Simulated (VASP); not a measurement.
# Cd (R-3m) in VASP: notebook, part 2 of 2

VASP 6.6.1. The steps go on from the part before.

## Step 4: Single point, PBE+U, collinear spin, ferromagnetic start

Input file INCAR:

```
SYSTEM = Cd
ALGO = Normal
EDIFF = 1E-6
ENCUT = 500
GGA = PE
GGA_COMPAT = .FALSE.
ISIF = 2
ISMEAR = 0
ISPIN = 2
LASPH = .TRUE.
LCHARG = .FALSE.
LDAU = .TRUE.
LDAUJ = 0
LDAUL = 2
LDAUPRINT = 1
LDAUTYPE = 2
LDAUU = 2.1
LORBIT = 11
LREAL = .FALSE.
LWAVE = .FALSE.
MAGMOM = 2
NBANDS = 16
NELM = 200
PREC = Accurate
SIGMA = 0.1
```

Input file KPOINTS:

```
Automatic mesh
0
Gamma
  3 3 3
  0.5 0.5 0.5
```

Input file POSCAR:

```
Cd
1.0
    1.6080291515      0.9283960635      2.4492874100
   -1.6080291515      0.9283960635      2.4492874100
    0.0000000000     -1.8567921270      2.4492874100
Cd
1
Direct
    0.0000000000      0.0000000000      0.0000000000
```

The run is started by

```
cat potpaw_PBE.64/Cd/POTCAR > POTCAR
mpirun -np 1 vasp_std > vasp.out
```

Run time: 11 s. Hardware: 1 thread of Intel Xeon 8259CL, shared host; peak memory 0.14 GiB.

It converged, with:

- Free energy: -0.0223 eV
- Pressure: 7.8 GPa
- Band gap on the k mesh: zero (filled and empty bands overlap)
- Net moment: 0.00 μB per cell
- Valence electrons inside the program's atomic spheres: Cd 10.43

Stress tensor (GPa, compression positive):
```
 0.38  0.00  0.00
 0.00  0.38  0.00
 0.00  0.00 22.63
```

Levels at points of the mesh, in eV from the Fermi level:
Spin up:
| k point | band 4 | band 5 | band 6 | band 7 | band 8 | band 9 |
| --- | --- | --- | --- | --- | --- | --- |
| (0.50, 0.50, 0.50) | -8.77 | -8.77 | -1.56 | -0.24 | 11.84 | 11.84 |
Spin down:
```tsv
k point	band 3	band 4	band 5	band 6	band 7	band 8	band 9	band 10
(0.50, 0.50, 0.50)	-9.65	-8.76	-8.76	-1.56	-0.24	11.84	11.84	12.69
```

Eigenvalues of the final occupation matrices:
```tsv
site	spin	trace	eigenvalues
site 1 d	1	4.81	0.96 0.96 0.96 0.96 0.97
site 1 d	2	4.81	0.96 0.96 0.96 0.96 0.97
```

Caveat: the k points lie up to 0.80 Å⁻¹ apart; the U is typed as a test and isn't derived for this compound. The state reached can hang on the start; a lower one may exist.

## Step 5: Electric field gradients, PBEsol

Input file INCAR:

```
SYSTEM = Cd
  PREC = Accurate
  ENCUT = 400
  EDIFF = 1E-8
  ISMEAR = -1
  SIGMA = 0.051703999572871064
  LREAL = .False.
  LASPH = .True.
  NELM = 120
  ALGO = Normal
  ISIF = 2
  LWAVE = .False.
  LCHARG = .False.
  GGA = PS
  LEFG = .True.
  NBANDS = 12
  GGA_COMPAT = .False.
```

Input file KPOINTS:

```
regular mesh
0
Gamma
  6 6 6
  0 0 0
```

Edit POSCAR of step 4 so:

```diff
@@ -8,2 +8,2 @@
 Direct
-    0.0000000000      0.0000000000      0.0000000000
+    0.1554698183     -0.1554698183      0.0000000000
```

Potentials or basis: VASP PAW PBE potentials, release 64 (Cd).

The run is started by

```
cat potpaw_PBE.64/Cd/POTCAR > POTCAR
mpirun -np 1 vasp_std > vasp.out
```

OUTCAR:

```text
SYSTEM = Cd
   PREC = Accurate
   ENCUT = 400
   EDIFF = 1E-8
   ISMEAR = -1
   LREAL = .False.
   LASPH = .True.
   NELM = 120
   ISIF = 2
   GGA = PS

 ion  position               nearest neighbor table
   1  0.155  0.845  0.000-

  LATTYP: Found a trigonal (rhomboedric) cell.
 ALAT       =     3.0735461310
 COS(alpha) =     0.4525576903

  Lattice vectors:

 A1 = (   1.6080291515,   0.9283960635,   2.4492874100)
[... 568 lines left out ...]
    total drift:                               -0.000067      0.000000     -0.000000

  FREE ENERGIE OF THE ION-ELECTRON SYSTEM (eV)
  ---------------------------------------------------
  free  energy   TOTEN  =        -1.1251836154 eV

  energy  without entropy=       -1.1206947735  energy(sigma->0) =       -1.12293919

 Electric field gradients (V/A^2)
---------------------------------------------------------------------
 ion       V_xx      V_yy      V_zz      V_xy      V_xz      V_yz
---------------------------------------------------------------------
   1       0.233     0.231    -0.465    -0.000    -0.000     0.000
---------------------------------------------------------------------

 Electric field gradients after diagonalization (V/A^2)
 (convention: |V_zz| > |V_xx| > |V_yy|)
----------------------------------------------------------------------
 ion       V_xx      V_yy      V_zz     asymmetry (V_yy - V_xx)/ V_zz
----------------------------------------------------------------------
   1       0.233     0.231    -0.465       0.004
----------------------------------------------------------------------

           NMR quadrupolar parameters

 Cq : quadrupolar parameter    Cq=e*Q*V_zz/h
 eta: asymmetry parameters     (V_yy - V_xx)/ V_zz
 Q  : nuclear electric quadrupole moment in mb (millibarn)
----------------------------------------------------------------------
 ion       Cq(MHz)       eta       Q (mb)
----------------------------------------------------------------------
   1      -0.001       0.004       1.000
----------------------------------------------------------------------
```

OSZICAR:

```text
N       E                     dE             d eps       ncg     rms          rms(c)
DAV:   1     0.553017384720E+02    0.55302E+02   -0.51938E+03   776   0.784E+02
DAV:   2    -0.235366861335E+00   -0.55537E+02   -0.52836E+02   828   0.211E+02
DAV:   3    -0.120180529943E+01   -0.96644E+00   -0.96607E+00   920   0.311E+01
DAV:   4    -0.120284431026E+01   -0.10390E-02   -0.10390E-02   864   0.966E-01
DAV:   5    -0.120284697562E+01   -0.26654E-05   -0.26653E-05   944   0.507E-02    0.297E+00
DAV:   6    -0.113122307366E+01    0.71624E-01   -0.18810E-01   896   0.551E+00    0.242E+00
DAV:   7    -0.112599017104E+01    0.52329E-02   -0.12409E-02   908   0.114E+00    0.130E+00
DAV:   8    -0.112516776922E+01    0.82240E-03   -0.13384E-03   832   0.497E-01    0.581E-02
DAV:   9    -0.112517879009E+01   -0.11021E-04   -0.48448E-06   928   0.170E-02    0.146E-02
DAV:  10    -0.112518368994E+01   -0.48999E-05   -0.33948E-06   840   0.218E-02    0.196E-03
DAV:  11    -0.112518366514E+01    0.24798E-07   -0.28980E-08   904   0.192E-03    0.287E-04
DAV:  12    -0.112518361161E+01    0.53533E-07   -0.20026E-09   504   0.521E-04    0.159E-04
DAV:  13    -0.112518361535E+01   -0.37464E-08   -0.46021E-11   464   0.672E-05
   1 F= -.11251836E+01 E0= -.11229392E+01  d E =-.448884E-02
```

Run time: 10 s. Hardware: 1 thread of Intel Xeon 8259CL, shared host; peak memory 0.12 GiB.

Results:

| Property | Result |
| --- | --- |
| Free energy | -1.1252 eV |
| Pressure | -1.7 GPa |
| Band gap on the k mesh | zero (band 6 reaches 3.13 eV, above the bottom of band 7 at 1.01 eV) |

Electric field gradients, principal values (V/Å²):
```csv
atom,least,middle,greatest (by size)
1 Cd,0.231,0.233,-0.465
```

Caveat: the k points lie up to 0.40 Å⁻¹ apart; without QUAD_EFG the Cq values of the log hold for a quadrupole moment of 1 mb, not for the nuclei; the PAW data sets were made with another functional, which shifts forces and pressure a little.

## Step 6: Overview

```tsv
task	level	spin	U	k mesh	cutoff (eV)	smearing	gap on the mesh (eV)	pressure (GPa)
electric field gradients	revPBE	off	-	6 × 6 × 6	520	methfessel-paxton 0.0027 eV	none	5.3
single point	PBE+U	collinear, ferromagnetic start	Cd d U = 2.1 eV	3 × 3 × 3, shifted	500	gaussian 0.1 eV	none	7.8
electric field gradients	PBEsol	off	-	6 × 6 × 6	400	fermi-dirac 0.051704 eV	none	-1.7
```

Alike in all rows: potentials or basis VASP PAW PBE potentials, release 64 (Cd); cell as given.

Caveats: all runs use coarse meshes; the PAW data sets were made with another functional, which shifts forces and pressure a little (some runs); the U is typed as a test and isn't derived for this compound (some runs).

Total energies depend on the potentials used, so only differences within one code and one set of settings carry meaning.
